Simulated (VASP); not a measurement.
# Sr (I4/mmm) in VASP: a series of runs

Runs on Sr. Level: PBEsol. Tasks: single point.

Everything below comes from runs of VASP 6.6.1. Logs are shortened: lines on timing, memory, paths and dates and some standing lists are left out, and cuts for length are marked.

**1. The cell of the first run**

Symmetry: I4/mmm, No. 139, tetragonal system. The conventional cell has a = 4.670 Å, b = 4.670 Å, c = 4.530 Å, α = 90.00°, β = 90.00°, γ = 90.00°. Sr (site symmetry 4/mmm) has 14 Sr at 4.00 to 4.67 Å within 5.3 Å.

**2. Single point, PBEsol (strain along c alone, the other axes held: -3.0 %)**

INCAR reads:

```
PREC = Accurate
ENCUT = 520
EDIFF = 1E-6
ISMEAR = 0
SIGMA = 0.1
LREAL = False
LASPH = True
NELM = 100
ALGO = Fast
ISIF = 2
LWAVE = False
LCHARG = False
GGA = PS
NBANDS = 17
```

KPOINTS reads:

```
Automatic mesh
0
Gamma
  12 12 12
```

POSCAR reads:

```
Sr
1.0
    4.6699047934      0.0000000000      0.0000000000
    0.0000000000      4.6699047934      0.0000000000
    0.0000000000      0.0000000000      4.5298076496
Sr
2
Direct
    0.0000000000      0.0000000000      0.0000000000
    0.5000000000      0.5000000000      0.5000000000
```

Potentials or basis: VASP PAW PBE potentials, release 64 (Sr_sv).

The run is started by

```
$ cat potpaw_PBE.64/Sr_sv/POTCAR > POTCAR
$ mpirun -np 1 vasp_std > vasp.out
```

OUTCAR:

```text
PREC = Accurate
   ENCUT = 520
   EDIFF = 1E-6
   ISMEAR = 0
   LREAL = False
   LASPH = True
   NELM = 100
   ISIF = 2
   GGA = PS

 ion  position               nearest neighbor table
   1  0.000  0.000  0.000-   2 4.00   2 4.00   2 4.00   2 4.00   2 4.00   2 4.00   2 4.00   2 4.00

   2  0.500  0.500  0.500-   1 4.00   1 4.00   1 4.00   1 4.00   1 4.00   1 4.00   1 4.00   1 4.00

  LATTYP: Found a simple tetragonal cell.
 ALAT       =     4.6699047934
 C/A-ratio  =     0.9700000000

  Lattice vectors:

 A1 = (   4.6699047934,   0.0000000000,   0.0000000000)
 A2 = (   0.0000000000,   4.6699047934,   0.0000000000)
 A3 = (   0.0000000000,   0.0000000000,   4.5298076496)

Analysis of symmetry for initial positions (statically):
=====================================================================
 Subroutine PRICEL returns following result:

  LATTYP: Found a body centered tetragonal cell.
 ALAT       =     4.6699047934
 C/A-ratio  =     0.9700000000

  Lattice vectors:

 A1 = (  -2.3349523967,  -2.3349523967,  -2.2649038248)
 A2 = (   2.3349523967,   2.3349523967,  -2.2649038248)
 A3 = (   2.3349523967,  -2.3349523967,   2.2649038248)

   2 primitive cells build up your supercell.

 Routine SETGRP: Setting up the symmetry group for a
 simple tetragonal supercell.

 Subroutine GETGRP returns: Found 16 space group operations
 (whereof 16 operations were pure point group operations)
 out of a pool of 16 trial point group operations.

The static configuration has the point symmetry D_4h.

Analysis of symmetry for dynamics (positions and initial velocities):
=====================================================================
 Subroutine PRICEL returns following result:

  LATTYP: Found a body centered tetragonal cell.
 ALAT       =     4.6699047934
 C/A-ratio  =     0.9700000000

  Lattice vectors:

 A1 = (  -2.3349523967,  -2.3349523967,  -2.2649038248)
 A2 = (   2.3349523967,   2.3349523967,  -2.2649038248)
 A3 = (   2.3349523967,  -2.3349523967,   2.2649038248)

   2 primitive cells build up your supercell.

 Routine SETGRP: Setting up the symmetry group for a
 simple tetragonal supercell.

 Subroutine GETGRP returns: Found 16 space group operations
 (whereof 16 operations were pure point group operations)
 out of a pool of 16 trial point group operations.

The dynamic configuration has the point symmetry D_4h.

 Subroutine INISYM returns: Found 16 space group operations
 (whereof 16 operations are pure point group operations),
 and found     2 'primitive' translations

----------------------------------------------------------------------------------------

                                     Primitive cell

  volume of cell :      49.3930

  direct lattice vectors                    reciprocal lattice vectors
    -2.334952397 -2.334952397 -2.264903825    -0.000000000 -0.214137128 -0.220759926
     2.334952397  2.334952397 -2.264903825     0.214137128  0.000000000 -0.220759926
     2.334952397 -2.334952397  2.264903825     0.214137128 -0.214137128  0.000000000

  length of vectors
     4.004222112  4.004222112  4.004222112     0.307554311  0.307554311  0.302835630

  position of ions in fractional coordinates (direct lattice)
     0.000000000  0.000000000  0.000000000

  ion indices of the primitive-cell ions
   primitive index   ion index
                 1           1

----------------------------------------------------------------------------------------

 KPOINTS: Automatic mesh

Automatic generation of k-mesh.
 Grid dimensions read from file:
 generate k-points for:   12   12   12

 Generating k-lattice:

  Cartesian coordinates                     Fractional coordinates (reciprocal lattice)
     0.017844761  0.000000000  0.000000000     0.083333333  0.000000000  0.000000000
     0.000000000  0.017844761  0.000000000     0.000000000  0.083333333  0.000000000
     0.000000000  0.000000000  0.018396660     0.000000000  0.000000000  0.083333333

  Length of vectors
     0.017844761  0.017844761  0.018396660

  Shift w.r.t. Gamma in fractional coordinates (k-lattice)
     0.000000000  0.000000000  0.000000000

 Subroutine IBZKPT returns following result:
 ===========================================

 Found    196 irreducible k-points:

 Following reciprocal coordinates:
            Coordinates               Weight
  0.000000  0.000000  0.000000      1.000000
  0.083333  0.000000  0.000000      4.000000
  0.166667  0.000000  0.000000      4.000000
  0.250000  0.000000  0.000000      4.000000
  0.333333  0.000000  0.000000      4.000000
  0.416667  0.000000  0.000000      4.000000
[... 16 lines left out ...]
  0.333333  0.333333  0.000000      4.000000
  0.416667  0.333333  0.000000      8.000000
 [... further k-points ...]
   k-points           NKPTS =    196   k-points in BZ     NKDIM =    196   number of bands    NBANDS=     17
   number of dos      NEDOS =    301   number of ions     NIONS =      2
   total plane-waves  NPLWV =  46656
   dimension x,y,z NGX =    36 NGY =   36 NGZ =   36
   dimension x,y,z NGXF=    72 NGYF=   72 NGZF=   72
   ions per type =               2
   NGX,Y,Z   is equivalent  to a cutoff of  12.82, 12.82, 13.21 a.u.
   NGXF,Y,Z  is equivalent  to a cutoff of  25.63, 25.63, 26.42 a.u.
 SYSTEM =  unknown system
   PREC   = accura    normal or accurate (medium, high low for compatibility)
   ISTART =      0    job   : 0-new  1-cont  2-samecut
   ICHARG =      2    charge: 1-file 2-atom 10-const
   ISPIN  =      1    spin polarized calculation?
   LNONCOLLINEAR =      F non collinear calculations
   LSORBIT =      F    spin-orbit coupling
   LASPH  =      T    aspherical Exc in radial PAW
   ENCUT  =  520.0 eV  38.22 Ry    6.18 a.u.   8.68  8.68  8.42*2*pi/ulx,y,z
   NELM   =    100;   NELMIN=  2; NELMDL= -5     # of ELM steps
   EDIFF  = 0.1E-05   stopping-criterion for ELM
   LREAL  =      F    real-space projection
   EDIFFG = 0.1E-04   stopping-criterion for IOM
   NSW    =      0    number of steps for IOM
   IBRION =     -1    ionic relax: 0-MD 1-quasi-New 2-CG
   NFREE  =      0    steps in history (QN), initial steepest desc. (CG)
   ISIF   =      2    stress and relaxation
   ISYM   =      2    0-nonsym 1-usesym 2-fastsym
   POTIM  = 0.5000    time-step for ionic-motion
   TEBEG  =    0.0;   TEEND  =   0.0 temperature during run
   PSTRESS=    0.0 pullay stress
   NELECT =      20.0000    total number of electrons
   NUPDOWN=      -1.0000    fix difference up-down
   EMIN   =  10.00;   EMAX   =-10.00  energy-range for DOS
   EFERMI =   0.00;   METHOD = LEGACY
   ISMEAR =     0;   SIGMA  =   0.10  broadening in eV -4-tet -1-fermi 0-gaus
   EFERMI_NEDOS =   21; number of points for ismear=-14 and -15
   IALGO  =     68    algorithm
   IMIX   =      4    mixing-type and parameters
     AMIX     =   0.40;   BMIX     =  1.00
     AMIX_MAG =   1.60;   BMIX_MAG =  1.00
  volume/ion in A,a.u.               =      49.39       333.32
  Fermi-wavevector in a.u.,A,eV,Ry     =   0.961287  1.816568 12.572762  0.924072
  Thomas-Fermi vector in A             =   2.090645
   LORBIT       =      0    0 simple, 1 ext, 2 COOP (PROOUT), +10 PAW based schemes
   GGA     = PS    functional components
   LHFCALC =     F    Hartree Fock is set to
   AEXX    =    0.0000 exact exchange contribution
   IVDW    =     0    specifies the selected vdW correction
   LEPSILON=     F    determine dielectric tensor
   LRPA    =     F    only Hartree local field effects (RPA)
 non-spin polarized calculation
 RMM-DIIS sequential band-by-band and
 Gauss-broadening in eV      SIGMA  =   0.10
  energy-cutoff  :      520.00
  volume of cell :       98.79
 maximum number of plane-waves:      2688
 NGX is ok and might be reduce to    36
   NGX = 17   NGY = 17   NGZ = 17

 number of electron      20.0000001 magnetization

 Free energy of the ion-electron system (eV)
  ---------------------------------------------------
  ext. energy  EPLUGINS =         0.00000000
  ---------------------------------------------------
  free energy    TOTEN  =        -3.67474034 eV

  energy without entropy =       -3.66528857  energy(sigma->0) =       -3.67001445

 E-fermi :   1.8402     XC(G=0):  -7.7708

 val. band max:        1.8372527307   @ k =   0.1667   0.1667   0.2500
 cond. band min:       1.8446038318   @ k =   0.4167   0.4167   0.3333
 fundamental gap:      0.0073511011
 Fermi energy:         1.8401832326

 k-point     1 :       0.0000    0.0000    0.0000
  band No.  band energies     occupation
      1     -34.4550      2.00000
      2     -34.4103      2.00000
      3     -16.5401      2.00000
      4     -16.5401      2.00000
      5     -16.5242      2.00000
      6     -16.3304      2.00000
[... 9 lines left out ...]
     16       5.7860      0.00000
     17       5.8139      0.00000

 k-point     2 :       0.0833    0.0000    0.0000
  band No.  band energies     occupation
      1     -34.4541      2.00000
      2     -34.4110      2.00000
      3     -16.5395      2.00000
      4     -16.5363      2.00000
      5     -16.5208      2.00000
      6     -16.3355      2.00000
[... 9 lines left out ...]
     16       5.5934      0.00000
     17       5.6094      0.00000

 k-point     3 :       0.1667    0.0000    0.0000
  band No.  band energies     occupation
      1     -34.4516      2.00000
      2     -34.4130      2.00000
      3     -16.5373      2.00000
      4     -16.5253      2.00000
      5     -16.5106      2.00000
      6     -16.3549      2.00000
[... 9 lines left out ...]
     16       5.2236      0.00000
     17       5.3011      0.00000

 k-point     4 :       0.2500    0.0000    0.0000
  band No.  band energies     occupation
      1     -34.4478      2.00000
      2     -34.4162      2.00000
      3     -16.5321      2.00000
      4     -16.5079      2.00000
      5     -16.4946      2.00000
      6     -16.3836      2.00000
[... 9 lines left out ...]
     16       4.8099      0.00000
     17       5.0602      0.00000
[... 343 lines left out ...]
      1     -34.4306      2.00000
      2     -34.4306      2.00000
      3     -16.5711      2.00000
      4     -16.5711      2.00000
      5     -16.4228      2.00000
      6     -16.4228      2.00000
[... 9 lines left out ...]
     16       4.8135      0.00000
     17       6.1787      0.00000

 k-point    23 :       0.3333    0.3333    0.0000
  band No.  band energies     occupation
      1     -34.4362      2.00000
      2     -34.4250      2.00000
      3     -16.6018      2.00000
      4     -16.5512      2.00000
      5     -16.4470      2.00000
      6     -16.3984      2.00000
[... 9 lines left out ...]
     16       5.5427      0.00000
     17       6.1300      0.00000

 k-point    24 :       0.4167    0.3333    0.0000
  band No.  band energies     occupation
      1     -34.4333      2.00000
      2     -34.4275      2.00000
      3     -16.6057      2.00000
      4     -16.5796      2.00000
      5     -16.4346      2.00000
      6     -16.4095      2.00000
[... 9 lines left out ...]
     16       5.4301      0.00000
     17       6.2122      0.00000

 [... further k-points ...]

------------------------ aborting loop because EDIFF is reached ----------------------------------------

  FORCE on cell =-STRESS in cart. coord.  units (eV):
  Direction    XX          YY          ZZ          XY          YZ          ZX
  --------------------------------------------------------------------------------------
  -------------------------------------------------------------------------------------
  Total        0.2424413      0.2424413      0.3493926      0.0000000      0.0000000      0.0000000
  in kB        3.9320712      3.9320712      5.6666765      0.0000000      0.0000000      0.0000000
  external PRESSURE =       4.5102729 kB  Pullay stress =       0.0000000 kB

 VOLUME and BASIS-vectors are now :
 -----------------------------------------------------------------------------
  energy-cutoff  :      520.00
  volume of cell :       98.79
      direct lattice vectors                 reciprocal lattice vectors
     4.669904793  0.000000000  0.000000000     0.214137128  0.000000000  0.000000000
     0.000000000  4.669904793  0.000000000     0.000000000  0.214137128  0.000000000
     0.000000000  0.000000000  4.529807650     0.000000000  0.000000000  0.220759926

 POSITION                                       TOTAL-FORCE (eV/Angst)
 -----------------------------------------------------------------------------------
      0.00000      0.00000      0.00000         0.000000     -0.000000      0.000000
      2.33495      2.33495      2.26490        -0.000000      0.000000     -0.000000
 -----------------------------------------------------------------------------------
    total drift:                                0.000000      0.000000      0.000000

  FREE ENERGIE OF THE ION-ELECTRON SYSTEM (eV)
  ---------------------------------------------------
  free  energy   TOTEN  =        -3.6747403419 eV

  energy  without entropy=       -3.6652885654  energy(sigma->0) =       -3.67001445
```

It took 8.2 min on 1 thread of Oxide Virtual Turin-like, shared host; peak memory 0.38 GiB.

What came out:

```yaml
Free_energy: -3.6747 eV
Pressure: 0.5 GPa
Band_gap_on_the_k_mesh: zero (bands 10 and 11 overlap by 0.61 eV)
```

Levels at points of the mesh, in eV from the Fermi level:
```tsv
k point	band 6	band 7	band 8	band 9	band 10	band 11	band 12	band 13	band 14	band 15
(0.00, 0.00, 0.00)	-18.17	-18.17	-18.17	-3.78	-0.29	-0.22	2.39	2.59	2.59	3.85
(0.50, 0.00, 0.00)	-18.27	-18.26	-18.26	-1.77	-1.77	1.22	1.22	2.24	2.24	2.46
(0.50, 0.50, 0.00)	-18.26	-18.17	-18.17	-1.09	-1.09	0.37	0.37	1.38	1.38	3.67
(0.00, 0.00, 0.50)	-18.27	-18.27	-18.27	-1.66	-1.66	1.27	1.27	2.22	2.22	2.22
(0.50, 0.00, 0.50)	-18.27	-18.17	-18.17	-1.04	-1.04	0.47	0.47	1.16	1.16	3.89
(0.50, 0.50, 0.50)	-18.31	-18.31	-18.31	0.39	0.39	0.39	0.39	0.45	0.45	3.48
```

Caveat: the cell differs from its parent crystal (strain along c alone, the other axes held: -3.0 %); the PAW data sets were made with another functional, which shifts forces and pressure a little.

(Part 1 of 2 ends here.)

The gap in the log of VASP goes by the Fermi energy; the results here count the filled bands.